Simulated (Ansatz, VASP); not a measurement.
**HfO2 in VASP and in Ansatz**

File POSCAR:

```
HfO2
1.0
    0.0000000000      2.5291609861      2.5291609861
    2.5291609861      0.0000000000      2.5291609861
    2.5291609861      2.5291609861      0.0000000000
Hf O
1 2
Direct
    0.0000000000      0.0000000000      0.0000000000
    0.2302305981      0.2697694019      0.2302305981
    0.7302305981      0.7697694019      0.7302305981
```

The input INCAR.step1:

```
SYSTEM = HfO2
PREC = Accurate
ENCUT = 520
ISMEAR = 0
SIGMA = 0.05
LREAL = .FALSE.
LASPH = .TRUE.
NELM = 60
NBANDS = 18
GGA = PE
ALGO = Normal
EDIFF = 1E-4
LWAVE = .TRUE.
LCHARG = .FALSE.
```

The input INCAR.step2:

```
SYSTEM = HfO2
PREC = Accurate
ENCUT = 520
EDIFF = 1E-7
ISMEAR = 0
SIGMA = 0.05
LREAL = .FALSE.
LASPH = .TRUE.
NELM = 60
ALGO = Normal
ISIF = 2
LWAVE = .FALSE.
LCHARG = .TRUE.
METAGGA = R2SCAN
LMIXTAU = .TRUE.
LELF = .TRUE.
LVHAR = .TRUE.
NBANDS = 18
ISTART = 1
```

The input KPOINTS:

```
Automatic mesh
0
G
  8 8 8
  0 0 0
```

Input for Ansatz:

```yaml
crystal:
  lattice:
    - [0.0, 2.5291609861, 2.5291609861]
    - [2.5291609861, 0.0, 2.5291609861]
    - [2.5291609861, 2.5291609861, 0.0]
  atoms:
    - { symbol: Hf, position: [0.0, 0.0, 0.0] }
    - { symbol: O, position: [0.2302305981, 0.2697694019, 0.2302305981] }
    - { symbol: O, position: [0.7302305981, 0.7697694019, 0.7302305981] }
basis:
  ecutwfc: 500
kpoints:
  mp_grid: { grid: [8, 8, 8] }
hamiltonian:
  xc: r2scan
scf:
  occupations: { method: gaussian, width: 0.05 }
output:
  forces: true
  stress: true
  eigenvalues: true
```

Change from the starting cell: all O atoms moved -0.100 Å, as atom 2 along Cartesian [0 1 0].

Alike in both runs: task single point; functional r2SCAN; k mesh 8 × 8 × 8; occupations gaussian, width 0.05 eV; no spin polarisation.

```csv
,VASP,Ansatz
version,VASP 6.6.1,Ansatz 0.2.0
potentials or method,"VASP PAW PBE potentials, release 64 (Hf_pv, O), cutoff 520 eV","scalar-relativistic, plane waves, PAW"
valence electrons in the cell,22,38
```

```tsv
	VASP	Ansatz	Ansatz less VASP
gap on the k mesh at the Fermi level (eV)	4.32	4.31	-0.005
least direct gap on the mesh (eV)	4.32	4.31	-0.005
pressure (GPa)	-2.8	1.1	+3.90
rms of the force components (eV/Å)	0.230	0.249	+0.0192
```

VASP's potentials were made for PBE, not for r2SCAN. Atom by atom the forces differ by 0.019 eV/Å (rms over components). VASP's potentials hold 22 valence electrons a cell and Ansatz's 38, so a difference there can come from the potentials and not from the codes.

Spin-orbit coupling is off throughout.
